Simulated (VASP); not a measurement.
The system is Cd.

```
Cd
1.0
     2.85668    0.00000    0.00000
     0.00000    2.85668    0.00000
     0.00000    0.00000    2.85668
Cd
1
Direct
  0.00000 0.00000 0.00000
```

```yaml
Program: VASP 6.6.1
Task: relaxation of cell and atoms
Functional: RPBE
Potentials_or_basis: VASP PAW PBE potentials, release 64 (Cd)
Cutoff: 500 eV
k_mesh: 11 × 11 × 11
Occupations: fermi-dirac, width 0.1 eV
Spin: no spin polarisation
```

At the start: pressure 9.3 GPa; volume 23.31 Å³/atom.

Question: How do energy, volume and symmetry change on relaxing?

Answer: Over 4 steps the energy falls by 123.2 meV/atom and the volume is 28.52 Å³/atom (+22.3 %); space group Pm-3m (No. 221, to 0.05 Å).

The path:
```csv
step,energy change (eV),largest force (eV/Å),pressure (GPa),volume (Å³)
1,0.0000,0.0000,9.34,23.31
2,-0.1229,0.0000,0.35,28.20
3,-0.1232,0.0000,-0.06,28.63
4,-0.1232,0.0000,0.05,28.52
```

Final structure:
```
Cd
1.0
     3.05521    0.00000    0.00000
     0.00000    3.05521    0.00000
     0.00000    0.00000    3.05521
Cd
1
Direct
  0.00000 0.00000 0.00000
```

Caveat: the volume moved by over 15 % at a fixed basis, so the end points are rough; the PAW data sets were made with another functional, which shifts forces and pressure a little.
